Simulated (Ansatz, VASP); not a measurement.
## One calculation of Zn, two programs

```
CELL_PARAMETERS angstrom
2.66480 0.00000 0.00000
-1.33240 2.44625 0.00000
0.00000 0.00000 4.94670
ATOMIC_POSITIONS crystal
Zn 0.33333 0.66667 0.25000
Zn 0.66667 0.33333 0.75000
```

Change from the starting cell: strain +0.0600 x Voigt [0, 1, 0, 0, 0, 0], atoms carried along.

Alike in both runs: task single point; functional PBEsol; k mesh 24 × 24 × 10; occupations gaussian, width 0.15 eV; no spin polarisation.

```csv
,VASP,Ansatz
version,VASP 6.6.1,Ansatz 0.2.0
potentials or method,"VASP PAW PBE potentials, release 64 (Zn), cutoff 520 eV","scalar-relativistic, plane waves, PAW"
valence electrons in the cell,24,24
```

```tsv
	VASP	Ansatz	Ansatz less VASP
gap on the k mesh at the Fermi level (eV)	none	none	-
pressure (GPa)	-7.9	-8.3	-0.41
traceless stress, the component that is largest in VASP (GPa)	-1.68	-1.70	-0.014
rms of the force components (eV/Å)	0.029	0.029	0.0000
```

VASP's potentials were made for PBE, not for PBEsol. Atom by atom the forces differ by 0.000 eV/Å (rms over components). A gap of «none» marks a metal or a gap that the smearing closes.
